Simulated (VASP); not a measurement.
Input of a VASP 6.6.1 run:

The input INCAR:

```
SYSTEM = SiC
PREC = Accurate ; ENCUT = 520
EDIFF = 1E-7 ; ISMEAR = -1
SIGMA = 0.05 ; LREAL = .False.
LASPH = .True. ; NELM = 60
ALGO = Normal ; ISIF = 2
LWAVE = .False. ; LCHARG = .False.
GGA = PS ; NBANDS = 16
```

The input KPOINTS:

```
Automatic mesh
0
Gamma
  10 10 5
  0 0 0
```

File POSCAR:

```
SiC
1.0
    3.0337307097      0.0000000000      0.0000000000
   -1.5168653548      2.6272878628      0.0000000000
    0.0000000000      0.0000000000      4.9769526107
Si C
2 2
Direct
    0.6666666667      0.3333333333      0.5046064303
    0.3333333333      0.6666666667      0.0046064303
    0.6666666667      0.3333333333      0.8803935697
    0.3333333333      0.6666666667      0.3803935697
```

Potentials or basis: VASP PAW PBE potentials, release 64 (Si, C).

Command:

```sh
$ cat potpaw_PBE.64/Si/POTCAR potpaw_PBE.64/C/POTCAR > POTCAR
$ mpirun -np 1 vasp_std > vasp.out
```

Task: Predict the pressure.

Result: 10.5 GPa.

Task: Predict the band gap on the k mesh.

Result: 2.20 eV (least direct gap 3.93 eV).

Caveat: the cell stands under pressure; the PAW data sets were made with another functional, which shifts forces and pressure a little. A k mesh can miss the band edges.
